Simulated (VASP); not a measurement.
**TiB2: single point with PBE**

The system is TiB2.

```xyz
3
Lattice="2.4422 0.0000 0.0000 0.0000 2.4422 0.0000 0.0000 0.0000 6.0389" Properties=species:S:1:pos:R:3 pbc="T T T"
Ti    0.0000    0.0000    3.0194
B     0.0000    0.0000    0.8192
B     0.0000    0.0000    5.2196
```

- Program: VASP 6.6.1
- Task: single point
- Functional: PBE
- Potentials or basis: VASP PAW PBE potentials, release 64 (Ti_sv, B)
- Cutoff: 500 eV
- k mesh: 7 × 7 × 4
- Occupations: gaussian, width 0.2 eV
- Spin: no spin polarisation

```json
{
  "Pressure": "-0.2 GPa",
  "Largest force": "0.022 eV/Å",
  "Band gap on the k mesh": "zero (band 9 reaches 5.90 eV, above the bottom of band 10 at 5.11 eV)"
}
```

Forces on the atoms (eV/Å):
```
Ti   0.000  0.000  0.000
B    0.000  0.000  0.022
B    0.000  0.000 -0.022
```

Levels at points of the mesh, in eV from the Fermi level:
```csv
k point,band 5,band 6,band 7,band 8,band 9,band 10,band 11,band 12,band 13,band 14
"(0.00, 0.00, 0.00)",-11.05,-6.20,-4.77,-1.97,-1.23,3.78,3.78,5.19,6.11,6.11
"(0.00, 0.00, 0.50)",-10.85,-7.52,-2.64,-2.32,-1.22,3.63,3.63,4.53,5.19,6.58
```

It took 7.5 s on 1 thread of Intel(R) Xeon(R) 6975P-C (Granite Rapids) (shared host), peak memory 0.15 GiB.

Caveat: the k points lie up to 0.37 Å⁻¹ apart.
